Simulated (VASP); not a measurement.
# Au (C2/c) in VASP: a series of runs

Au is run at these levels: LDA; tasks: single point.

Program: VASP 6.6.1. These are calculated values, not measurements. Logs are shortened: lines on timing, memory, paths and dates and some standing lists are left out, and cuts for length are marked.

### Step 1. The cell of the first run

The typed cell holds 2 atoms: a = 4.762 Å, b = 4.762 Å, c = 2.841 Å, α = 89.99°, β = 89.99°, γ = 146.10°.

### Step 2. Single point, LDA (volume scaled by 1.04)

Input file INCAR:

```
ALGO     = Normal         # electronic algorithm
EDIFF    = 1E-6           # SCF threshold, eV
ENCUT    = 520            # plane-wave cutoff, eV
GGA      = CA             # functional
ISIF     = 2              # what is computed and relaxed
ISMEAR   = -1             # smearing method
LASPH    = True           # aspherical terms in the spheres
LCHARG   = False          # write CHGCAR
LREAL    = False          # projectors in reciprocal space
LWAVE    = False          # write WAVECAR
NBANDS   = 18             # bands
NELM     = 80             # most SCF steps
PREC     = Accurate       # precision mode
SIGMA    = 0.1            # smearing width, eV
```

Input file KPOINTS:

```
k-points
0
Gamma
  13 13 13
```

Input file POSCAR:

```
Au
1.0
   -3.0135329648      3.4278849486      1.3567900018
    3.4278849486     -3.0135329648      1.3567900018
    1.9637988134      1.9637988134     -0.5979035845
Au
2
Direct
    0.0073149190      0.9926850810      0.0000000000
    0.7426850810      0.2573149190      0.5000000000
```

Potentials or basis: VASP PAW LDA potentials, release 64 (Au).

On the command line:

```bash
cat potpaw_LDA.64/Au/POTCAR > POTCAR
mpirun -np 1 vasp_std > vasp.out
```

OUTCAR:

```text
EDIFF = 1E-6
   ENCUT = 520
   GGA = CA
   ISIF = 2
   ISMEAR = -1
   LASPH = True
   LREAL = False
   NELM = 80
   PREC = Accurate

 ion  position               nearest neighbor table
   1  0.007  0.993  0.000-   2 2.80   2 2.80   2 2.92   2 2.92   2 2.92   2 2.92
   2  0.743  0.257  0.500-   1 2.80   1 2.80   1 2.92   1 2.92   1 2.92   1 2.92

  LATTYP: Found a base centered monoclinic cell.
 ALAT       =     2.7761288819
 B/A-ratio  =     3.2813824435
 C/A-ratio  =     1.0233179765
 COS(beta)  =    -0.0006274766

  Lattice vectors:

 A1 = (   3.0135329648,  -3.4278849486,  -1.3567900018)
 A2 = (  -3.4278849486,   3.0135329648,  -1.3567900018)
 A3 = (   1.9637988134,   1.9637988134,  -0.5979035845)

Analysis of symmetry for initial positions (statically):
=====================================================================
 Subroutine PRICEL returns:
 Original cell was already a primitive cell.

 Routine SETGRP: Setting up the symmetry group for a
 base centered monoclinic supercell.

 Subroutine GETGRP returns: Found  4 space group operations
 (whereof  2 operations were pure point group operations)
 out of a pool of  4 trial point group operations.

The static configuration has the point symmetry C_2 .
 The point group associated with its full space group is C_2h.

Analysis of symmetry for dynamics (positions and initial velocities):
=====================================================================
 Subroutine PRICEL returns:
 Original cell was already a primitive cell.

 Routine SETGRP: Setting up the symmetry group for a
 base centered monoclinic supercell.

 Subroutine GETGRP returns: Found  4 space group operations
 (whereof  2 operations were pure point group operations)
 out of a pool of  4 trial point group operations.

The dynamic configuration has the point symmetry C_2 .
 The point group associated with its full space group is C_2h.

 Subroutine INISYM returns: Found  4 space group operations
 (whereof  2 operations are pure point group operations),
 and found     1 'primitive' translations

----------------------------------------------------------------------------------------

                                     Primitive cell

  volume of cell :      35.9216

  direct lattice vectors                    reciprocal lattice vectors
    -3.013532965  3.427884949  1.356790002    -0.024015058  0.131230265  0.352145566
     3.427884949 -3.013532965  1.356790002     0.131230265 -0.024015058  0.352145566
     1.963798813  1.963798813 -0.597903585     0.243297623  0.243297623 -0.074300999

  length of vectors
     4.761581172  4.761581172  2.840862590     0.376569522  0.376569522  0.352005831

  position of ions in fractional coordinates (direct lattice)
     0.007314919  0.992685081  0.000000000
     0.742685081  0.257314919  0.500000000

  ion indices of the primitive-cell ions
   primitive index   ion index
                 1           1
                 2           2

----------------------------------------------------------------------------------------

 KPOINTS: k-points

Automatic generation of k-mesh.
 Grid dimensions read from file:
 generate k-points for:   13   13   13

 Generating k-lattice:

  Cartesian coordinates                     Fractional coordinates (reciprocal lattice)
    -0.001847312  0.010094636  0.027088120     0.076923077 -0.000000000  0.000000000
     0.010094636 -0.001847312  0.027088120    -0.000000000  0.076923077  0.000000000
     0.018715202  0.018715202 -0.005715461    -0.000000000 -0.000000000  0.076923077

  Length of vectors
     0.028966886  0.028966886  0.027077372

  Shift w.r.t. Gamma in fractional coordinates (k-lattice)
     0.000000000  0.000000000  0.000000000

 Subroutine IBZKPT returns following result:
 ===========================================

 Found    595 irreducible k-points:

 Following reciprocal coordinates:
            Coordinates               Weight
  0.000000  0.000000  0.000000      1.000000
  0.076923 -0.000000 -0.000000      4.000000
  0.153846 -0.000000 -0.000000      4.000000
  0.230769 -0.000000 -0.000000      4.000000
  0.307692 -0.000000 -0.000000      4.000000
  0.384615  0.000000 -0.000000      4.000000
[... 16 lines left out ...]
  0.384615  0.153846 -0.000000      4.000000
  0.461538  0.153846 -0.000000      4.000000
 [... further k-points ...]
   k-points           NKPTS =    595   k-points in BZ     NKDIM =    595   number of bands    NBANDS=     18
   number of dos      NEDOS =    301   number of ions     NIONS =      2
   total plane-waves  NPLWV =  31104
   dimension x,y,z NGX =    36 NGY =   36 NGZ =   24
   dimension x,y,z NGXF=    72 NGYF=   72 NGZF=   48
   ions per type =               2
   NGX,Y,Z   is equivalent  to a cutoff of  12.57, 12.57, 14.04 a.u.
   NGXF,Y,Z  is equivalent  to a cutoff of  25.14, 25.14, 28.09 a.u.
 SYSTEM =  unknown system
   PREC   = accura    normal or accurate (medium, high low for compatibility)
   ISTART =      0    job   : 0-new  1-cont  2-samecut
   ICHARG =      2    charge: 1-file 2-atom 10-const
   ISPIN  =      1    spin polarized calculation?
   LNONCOLLINEAR =      F non collinear calculations
   LSORBIT =      F    spin-orbit coupling
   LASPH  =      T    aspherical Exc in radial PAW
   ENCUT  =  520.0 eV  38.22 Ry    6.18 a.u.   8.85  8.85  5.28*2*pi/ulx,y,z
   NELM   =     80;   NELMIN=  2; NELMDL= -5     # of ELM steps
   EDIFF  = 0.1E-05   stopping-criterion for ELM
   LREAL  =      F    real-space projection
   EDIFFG = 0.1E-04   stopping-criterion for IOM
   NSW    =      0    number of steps for IOM
   IBRION =     -1    ionic relax: 0-MD 1-quasi-New 2-CG
   NFREE  =      0    steps in history (QN), initial steepest desc. (CG)
   ISIF   =      2    stress and relaxation
   ISYM   =      2    0-nonsym 1-usesym 2-fastsym
   POTIM  = 0.5000    time-step for ionic-motion
   TEBEG  =    0.0;   TEEND  =   0.0 temperature during run
   PSTRESS=    0.0 pullay stress
   NELECT =      22.0000    total number of electrons
   NUPDOWN=      -1.0000    fix difference up-down
   EMIN   =  10.00;   EMAX   =-10.00  energy-range for DOS
   EFERMI =   0.00;   METHOD = LEGACY
   ISMEAR =    -1;   SIGMA  =   0.10  broadening in eV -4-tet -1-fermi 0-gaus
   EFERMI_NEDOS =   21; number of points for ismear=-14 and -15
   IALGO  =     38    algorithm
   IMIX   =      4    mixing-type and parameters
     AMIX     =   0.40;   BMIX     =  1.00
     AMIX_MAG =   1.60;   BMIX_MAG =  1.00
  volume/ion in A,a.u.               =      17.96       121.21
  Fermi-wavevector in a.u.,A,eV,Ry     =   1.390263  2.627216 26.297766  1.932831
  Thomas-Fermi vector in A             =   2.514215
   LORBIT       =      0    0 simple, 1 ext, 2 COOP (PROOUT), +10 PAW based schemes
   GGA     = CA    functional components
   LHFCALC =     F    Hartree Fock is set to
   AEXX    =    0.0000 exact exchange contribution
   IVDW    =     0    specifies the selected vdW correction
   LEPSILON=     F    determine dielectric tensor
   LRPA    =     F    only Hartree local field effects (RPA)
 non-spin polarized calculation
  energy-cutoff  :      520.00
  volume of cell :       35.92
 maximum number of plane-waves:       987
   NGX = 17   NGY = 17   NGZ = 11

 number of electron      22.0000003 magnetization

 Free energy of the ion-electron system (eV)
  ---------------------------------------------------
  ext. energy  EPLUGINS =         0.00000000
  ---------------------------------------------------
  free energy    TOTEN  =        -8.73387090 eV

  energy without entropy =       -8.71635460  energy(sigma->0) =       -8.72511275

 E-fermi :   8.3312     XC(G=0): -12.6343

 val. band max:        8.3211816661   @ k =  -0.4615   0.0000   0.1538
 cond. band min:       8.3456355010   @ k =  -0.2308   0.0769   0.0000
 fundamental gap:      0.0244538349
 Fermi energy:         8.3311607124

 k-point     1 :       0.0000    0.0000    0.0000
  band No.  band energies     occupation
      1      -0.9941      2.00000
      2       1.5444      2.00000
      3       2.1691      2.00000
      4       2.7347      2.00000
      5       3.8902      2.00000
      6       4.4130      2.00000
[... 10 lines left out ...]
     17      24.3061      0.00000
     18      25.8631      0.00000

 k-point     2 :       0.0769   -0.0000   -0.0000
  band No.  band energies     occupation
      1      -0.8411      2.00000
      2       1.6095      2.00000
      3       2.3026      2.00000
      4       2.8461      2.00000
      5       3.9223      2.00000
      6       4.4109      2.00000
[... 10 lines left out ...]
     17      23.9419      0.00000
     18      26.8747      0.00000

 k-point     3 :       0.1538   -0.0000   -0.0000
  band No.  band energies     occupation
      1      -0.4089      2.00000
      2       1.7667      2.00000
      3       2.6860      2.00000
      4       3.1822      2.00000
      5       4.0105      2.00000
      6       4.4095      2.00000
[... 10 lines left out ...]
     17      24.2942      0.00000
     18      26.7707      0.00000

 k-point     4 :       0.2308   -0.0000   -0.0000
  band No.  band energies     occupation
      1       0.2135      2.00000
      2       1.9588      2.00000
      3       3.2147      2.00000
      4       3.4973      2.00000
      5       4.0093      2.00000
      6       4.1302      2.00000
[... 10 lines left out ...]
     17      24.6746      0.00000
     18      25.9169      0.00000

 k-point     5 :       0.3077   -0.0000   -0.0000
  band No.  band energies     occupation
      1       0.8608      2.00000
      2       2.1175      2.00000
      3       3.1117      2.00000
      4       3.7970      2.00000
      5       4.0911      2.00000
      6       4.2387      2.00000
[... 10 lines left out ...]
     17      24.6303      0.00000
     18      25.1118      0.00000

 k-point     6 :       0.3846    0.0000   -0.0000
  band No.  band energies     occupation
      1       1.3456      2.00000
      2       2.1143      2.00000
      3       2.9129      2.00000
      4       3.9381      2.00000
      5       4.2983      2.00000
      6       4.4759      2.00000
[... 10 lines left out ...]
     17      24.6670      0.00000
     18      24.7487      0.00000

 k-point     7 :       0.4615   -0.0000   -0.0000
  band No.  band energies     occupation
      1       1.5995      2.00000
      2       1.9875      2.00000
      3       2.9301      2.00000
      4       3.8887      2.00000
      5       4.3226      2.00000
      6       4.5096      2.00000
[... 10 lines left out ...]
     17      24.2916      0.00000
     18      24.8795      0.00000

 k-point     8 :       0.0769    0.0769    0.0000
  band No.  band energies     occupation
      1      -0.4612      2.00000
      2       1.7524      2.00000
      3       2.7348      2.00000
      4       3.1342      2.00000
      5       3.9797      2.00000
      6       4.4298      2.00000
[... 10 lines left out ...]
     17      24.2467      0.00000
     18      26.8681      0.00000
[... 229 lines left out ...]
     17      24.9184      0.00000
     18      25.7542      0.00000

 k-point    20 :       0.1538    0.1538   -0.0000
  band No.  band energies     occupation
      1       0.7164      2.00000
      2       2.1235      2.00000
      3       3.3185      2.00000
      4       3.5432      2.00000
      5       4.1476      2.00000
      6       4.1618      2.00000
[... 10 lines left out ...]
     17      24.4640      0.00000
     18      26.2223      0.00000

 k-point    21 :       0.2308    0.1538   -0.0000
  band No.  band energies     occupation
      1       1.1887      2.00000
      2       2.2615      2.00000
      3       3.0994      2.00000
      4       3.5427      2.00000
      5       4.1736      2.00000
      6       4.1849      2.00000
[... 10 lines left out ...]
     17      24.2517      0.00000
     18      25.6511      0.00000

 k-point    22 :       0.3077    0.1538    0.0000
  band No.  band energies     occupation
      1       1.4297      2.00000
      2       2.2572      2.00000
      3       3.0536      2.00000
      4       3.6688      2.00000
      5       4.1546      2.00000
      6       4.2003      2.00000
[... 10 lines left out ...]
     17      24.8225      0.00000
     18      25.4673      0.00000

 k-point    23 :       0.3846    0.1538   -0.0000
  band No.  band energies     occupation
      1       1.5403      2.00000
      2       2.1249      2.00000
      3       3.0834      2.00000
      4       3.7725      2.00000
      5       4.2588      2.00000
      6       4.2655      2.00000
[... 10 lines left out ...]
     17      24.0768      0.00000
     18      25.2891      0.00000

 k-point    24 :       0.4615    0.1538   -0.0000
  band No.  band energies     occupation
      1       1.5464      2.00000
      2       2.0060      2.00000
      3       3.0731      2.00000
      4       3.8026      2.00000
      5       4.3441      2.00000
      6       4.3789      2.00000
[... 10 lines left out ...]
     17      24.4722      0.00000
     18      25.0931      0.00000

 [... further k-points ...]
[... 5 lines left out ...]
  --------------------------------------------------------------------------------------
  -------------------------------------------------------------------------------------
  Total       -1.4062798     -1.4062798     -1.1976054     -0.0370271      0.0386073      0.0386073
  in kB      -62.7228911    -62.7228911    -53.4155986     -1.6514829      1.7219642      1.7219638
  external PRESSURE =     -59.6204603 kB  Pullay stress =       0.0000000 kB

 VOLUME and BASIS-vectors are now :
 -----------------------------------------------------------------------------
  energy-cutoff  :      520.00
  volume of cell :       35.92
      direct lattice vectors                 reciprocal lattice vectors
    -3.013532965  3.427884949  1.356790002    -0.024015058  0.131230265  0.352145566
     3.427884949 -3.013532965  1.356790002     0.131230265 -0.024015058  0.352145566
     1.963798813  1.963798813 -0.597903585     0.243297623  0.243297623 -0.074300999

 POSITION                                       TOTAL-FORCE (eV/Angst)
 -----------------------------------------------------------------------------------
      3.38077     -2.96641      1.35679        -0.023060      0.023060     -0.000000
     -0.37416      2.75231      1.05784         0.023060     -0.023060      0.000000
 -----------------------------------------------------------------------------------
    total drift:                                0.000000      0.000000      0.000000

  FREE ENERGIE OF THE ION-ELECTRON SYSTEM (eV)
  ---------------------------------------------------
  free  energy   TOTEN  =        -8.7338708953 eV

  energy  without entropy=       -8.7163546000  energy(sigma->0) =       -8.72511275
```

It took 4.2 min on 1 thread of Intel Xeon Platinum 8375C at 2.90GHz (Ice Lake), shared host; peak memory 0.41 GiB.

What came out:

| Property | Result |
| --- | --- |
| Free energy | -8.7339 eV |
| Pressure | -6.0 GPa |
| Largest force | 0.033 eV/Å |
| Band gap on the k mesh | zero (band 11 reaches 11.57 eV, above the bottom of band 12 at 6.45 eV) |

Forces in eV/Å, atoms in the order of the input:
```
Au  -0.023  0.023  0.000
Au   0.023 -0.023  0.000
```

Stress tensor (GPa, compression positive):
```
-6.27 -0.17  0.17
-0.17 -6.27  0.17
 0.17  0.17 -5.34
```

Caveat: spin-orbit coupling is left out, which moves the levels of the heavy elements.

### Step 3. Single point, LDA (volume scaled by 1.08)

Input file INCAR:

```
PREC = Accurate
ENCUT = 520
EDIFF = 1E-6
ISMEAR = -1
SIGMA = 0.1
LREAL = F
LASPH = T
NELM = 80
ALGO = Normal
ISIF = 2
LWAVE = F
LCHARG = T
LELF = T
LVHAR = T
NBANDS = 18
```

Input file KPOINTS:

```
Automatic mesh
0
Gamma
  13 13 13
```

Input file POSCAR:

```
Au
1.0
   -3.0516830016      3.4712805041      1.3739663822
    3.4712805041     -3.0516830016      1.3739663822
    1.9886596654      1.9886596654     -0.6054727878
Au
2
Direct
    0.0073149190      0.9926850810      0.0000000000
    0.7426850810      0.2573149190      0.5000000000
```

Potentials or basis: VASP PAW LDA potentials, release 64 (Au).

On the command line:

```bash
cat potpaw_LDA.64/Au/POTCAR > POTCAR
mpirun -np 1 vasp_std > vasp.out
```

It took 4.2 min on 1 thread of Intel Xeon Platinum 8375C at 2.90GHz (Ice Lake), shared host; peak memory 0.42 GiB.

Results (log left out):

- Free energy: -8.6617 eV
- Pressure: -10.8 GPa
- Largest force: 0.058 eV/Å
- Band gap on the k mesh: zero (band 11 reaches 10.96 eV, above the bottom of band 12 at 5.88 eV)

Forces on the atoms (eV/Å):
```
Au  -0.041  0.041  0.000
Au   0.041 -0.041  0.000
```

Stress tensor (GPa, compression positive):
```
-11.22  -0.06   0.20
 -0.06 -11.22   0.20
  0.20   0.20 -10.04
```

Levels at points of the mesh, in eV from the Fermi level:
| k point | band 8 | band 9 | band 10 | band 11 | band 12 | band 13 | band 14 | band 15 |
| --- | --- | --- | --- | --- | --- | --- | --- | --- |
| (0.00, 0.00, 0.00) | -2.55 | -2.18 | -1.96 | -1.44 | 0.16 | 3.55 | 10.96 | 14.91 |

Caveat: spin-orbit coupling is left out, which moves the levels of the heavy elements.

### Step 4. Single point, LDA (volume scaled by 1.12)

Input file INCAR:

```
SYSTEM = Au
PREC = Accurate
ENCUT = 520
EDIFF = 1E-7
ISMEAR = -1
SIGMA = 0.1
LREAL = .FALSE.
LASPH = .TRUE.
NELM = 100
ALGO = Normal
ISIF = 2
LWAVE = .FALSE.
LCHARG = .FALSE.
NBANDS = 18
```

Input file KPOINTS:

```
regular mesh
0
G
  13 13 13
  0 0 0
```

Input file POSCAR:

```
Au
1.0
   -3.0889023162      3.5136173657      1.3907237213
    3.5136173657     -3.0889023162      1.3907237213
    2.0129140029      2.0129140029     -0.6128573301
Au
2
Direct
    0.0073149190      0.9926850810      0.0000000000
    0.7426850810      0.2573149190      0.5000000000
```

On the command line:

```bash
cat potpaw_LDA.64/Au/POTCAR > POTCAR
mpirun -np 1 vasp_std > vasp.out
```

It took 5.1 min on 1 thread of Intel Xeon Platinum 8375C at 2.90GHz (Ice Lake), shared host; peak memory 0.43 GiB.

It converged, with:

```yaml
Free_energy: -8.5531 eV
Pressure: -14.4 GPa
Largest_force: 0.078 eV/Å
Band_gap_on_the_k_mesh: zero (band 11 reaches 10.40 eV, above the bottom of band 12 at 5.36 eV)
```

Forces in eV/Å, atoms in the order of the input:
```
Au  -0.055  0.055  0.000
Au   0.055 -0.055  0.000
```

Stress tensor (GPa, compression positive):
```
-14.89   0.01   0.21
  0.01 -14.89   0.21
  0.21   0.21 -13.51
```

Levels at points of the mesh, in eV from the Fermi level:
| k point | band 9 | band 10 | band 11 | band 12 | band 13 | band 14 |
| --- | --- | --- | --- | --- | --- | --- |
| (0.00, 0.00, 0.00) | -2.14 | -1.94 | -1.45 | 0.29 | 3.35 | 10.82 |

Caveat: spin-orbit coupling is left out, which moves the levels of the heavy elements.

### Step 5. The runs side by side

```tsv
cell	gap on the mesh (eV)	pressure (GPa)	largest force (eV/Å)
a = 4.762, b = 4.762, c = 2.841 Å, angles 90.0, 90.0, 146.1°, 2 atoms	none	-6.0	0.03
a = 4.822, b = 4.822, c = 2.877 Å, angles 90.0, 90.0, 146.1°, 2 atoms	none	-10.8	0.06
a = 4.881, b = 4.881, c = 2.912 Å, angles 90.0, 90.0, 146.1°, 2 atoms	none	-14.4	0.08
```

Alike in all rows: task single point; level LDA; potentials or basis VASP PAW LDA potentials, release 64 (Au); no spin polarisation; k mesh 13 × 13 × 13; cutoff (eV) 520; smearing fermi-dirac 0.1 eV.

Caveats: spin-orbit coupling is left out, which moves the levels of the heavy elements.

Absolute energies hang on the potentials; compare differences alone.
